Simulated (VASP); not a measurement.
Input of a VASP 6.6.1 run:

File INCAR:

```
SYSTEM = Rh
PREC = Accurate
ENCUT = 520
EDIFF = 1E-6
ISMEAR = -1
SIGMA = 0.05
LREAL = .False.
LASPH = .True.
NELM = 80
ALGO = Fast
ISIF = 2
LWAVE = .False.
LCHARG = .False.
GGA = PE
NBANDS = 14
```

The input KPOINTS:

```
regular mesh
0
Gamma
  12 12 12
  0 0 0
```

POSCAR

```
Rh
1.0
    0.0000000000      1.8978500000      1.8978500000
    1.8978500000      0.0000000000      1.8978500000
    1.8978500000      1.8978500000      0.0000000000
Rh
1
Direct
    0.0000000000      0.0000000000      0.0000000000
```

Potentials or basis: VASP PAW PBE potentials, release 64 (Rh_pv).

Command:

```sh
$ cat potpaw_PBE.64/Rh_pv/POTCAR > POTCAR
$ mpirun -np 1 vasp_std > vasp.out
```

Problem. Predict the pressure.

Solution. 7.3 GPa.
